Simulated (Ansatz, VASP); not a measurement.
One calculation of Cu, two programs

```
CELL_PARAMETERS angstrom
0.00000 1.81489 1.81489
1.81489 0.00000 1.81489
1.81489 1.81489 0.00000
ATOMIC_POSITIONS crystal
Cu 0.00000 0.00000 0.00000
```

Alike in both runs: functional PBE; k mesh 22 × 22 × 22; occupations gaussian, width 0.1 eV; no spin polarisation.

Ansatz relaxed the structure, and its values are those at the end. VASP's run is a single point on that final structure, the one shown.

|  | VASP | Ansatz |
| --- | --- | --- |
| version | VASP 6.6.1 | Ansatz 0.2.0 |
| potentials or method | VASP PAW PBE potentials, release 64 (Cu) | scalar-relativistic, plane waves, PAW |
| plane-wave cutoff (eV) | 520 | 420 |
| valence electrons in the cell | 11 | 19 |

Ansatz gave:

```
pressure (GPa) : 0.0
```

Task: Estimate VASP's values.

Result: Pressure (GPa): 0.5.

VASP's potentials hold 11 valence electrons a cell and Ansatz's 19, so a difference there can come from the potentials and not from the codes.
